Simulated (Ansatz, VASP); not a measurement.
## One calculation of Be, two programs

```xyz
4
Lattice="2.1975 0.0000 0.0000 -1.0988 1.9031 0.0000 0.0000 0.0000 6.9692" Properties=species:S:1:pos:R:3 pbc="T T T"
Be    2.1975    0.0000    0.0000
Be    2.1975    0.0000    3.4846
Be    0.0000    1.2687    1.7423
Be    1.0988    0.6344    5.2269
```

Alike in both runs: task single point; functional BLYP; k mesh 18 × 18 × 5; occupations fermi-dirac, width 0.1 eV; no spin polarisation.

|  | VASP | Ansatz |
| --- | --- | --- |
| version | VASP 6.6.1 | Ansatz 0.2.0 |
| potentials or method | VASP PAW PBE potentials, release 64 (Be), cutoff 520 eV | plane waves (420 eV) with PAW, scalar-relativistic |
| valence electrons in the cell | 8 | 8 |

```csv
,VASP,Ansatz,Ansatz less VASP
pressure (GPa),11.6,11.5,-0.11
"traceless stress, the component that is largest in VASP (GPa)",1.64,1.73,+0.089
```

VASP's potentials were made for PBE, not for BLYP.
